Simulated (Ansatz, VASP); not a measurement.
**Two plane-wave programs on Re**

```
Re
1.0
     2.75018    0.00000    0.00000
     0.00000    4.44328    0.00000
     0.00000    0.00000   20.70254
Re
12
Direct
  0.00000 0.00000 0.19321
  0.50000 0.00000 0.30826
  0.50000 0.50000 0.23156
  0.00000 0.00000 0.42330
  0.00000 0.50000 0.34661
  0.50000 0.00000 0.53835
  0.50000 0.50000 0.46165
  0.00000 0.00000 0.65339
  0.00000 0.50000 0.57670
  0.50000 0.00000 0.76844
  0.50000 0.50000 0.69174
  0.00000 0.50000 0.80679
```

Alike in both runs: task single point; functional PBEsol; k mesh 12 × 8 × 1; no spin polarisation.

|  | VASP | Ansatz |
| --- | --- | --- |
| version | VASP 6.6.1 | Ansatz 0.2.0 |
| potentials or method | VASP PAW PBE potentials, release 64 (Re) | plane-wave PAW, scalar-relativistic |
| plane-wave cutoff (eV) | 520 | 420 |
| occupations | methfessel-paxton of order 1, width 0.1 eV | cold, width 0.1 eV |
| valence electrons in the cell | 84 | 180 |

```tsv
	VASP	Ansatz	Ansatz less VASP
rms of the force components (eV/Å)	0.430	0.422	-0.0075
```

VASP's potentials were made for PBE, not for PBEsol. Atom by atom the forces differ by 0.010 eV/Å (rms over components). VASP's potentials hold 84 valence electrons a cell and Ansatz's 180, so a difference there can come from the potentials and not from the codes. Ansatz's warnings: vacuum density over bound.

Neither program's run includes spin-orbit coupling.
